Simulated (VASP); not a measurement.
Write the native input for VASP 6.6.1 that does the following.

```yaml
Task: single point
Functional: PBE
Potentials_or_basis: VASP PAW PBE potentials, release 64 (Cs_sv, In_d)
Cutoff: 520 eV
k_mesh: 4 × 4 × 4
Occupations: gaussian, width 0.1 eV
Spin: no spin polarisation
Dipole_correction: no
Further_INCAR_settings: ALGO = Normal; EDIFF = 1e-06; NBANDS = 28
```

The structure of Cs3In lies in POSCAR:

```
Cs3In
1.0
   -2.7721672800      2.7721672800      5.5927188800
    2.7721672800     -2.7721672800      5.5927188800
    2.7721672800      2.7721672800     -5.5927188800
Cs In
3 1
Direct
    0.7500000000      0.2500000000      0.5000000000
    0.2500000000      0.7500000000      0.5000000000
    0.5000000000      0.5000000000      0.0000000000
    0.0000000000      0.0000000000      0.0000000000
```

These files were run (other wordings do the same):

INCAR

```
SYSTEM = Cs3In
  PREC = Accurate
  ENCUT = 520
  EDIFF = 1E-6
  ISMEAR = 0
  SIGMA = 0.1
  LREAL = .False.
  LASPH = .True.
  NELM = 80
  ALGO = Normal
  ISIF = 2
  LWAVE = .False.
  LCHARG = .False.
  GGA = PE
  NBANDS = 28
```

KPOINTS

```
Automatic mesh
0
Gamma
  4 4 4
  0 0 0
```

Potentials or basis: VASP PAW PBE potentials, release 64 (Cs_sv, In_d).

Command:

```sh
$ cat potpaw_PBE.64/Cs_sv/POTCAR potpaw_PBE.64/In_d/POTCAR > POTCAR
$ mpirun -np 1 vasp_std > vasp.out
```

Results of the run:

| Property | Result |
| --- | --- |
| Pressure | 3.8 GPa |
| Band gap on the k mesh | zero (band 20 reaches 4.33 eV, above the bottom of band 21 at 3.71 eV) |

Caveat: the k points lie up to 0.40 Å⁻¹ apart; spin-orbit coupling is left out, which moves the levels of the heavy elements.

Wall time 2.8 min on 1 thread of Intel(R) Xeon(R) Platinum 8259CL CPU @ 2.50GHz (Skylake/Cascade Lake), with other jobs on the host, peak memory 0.4 GiB.
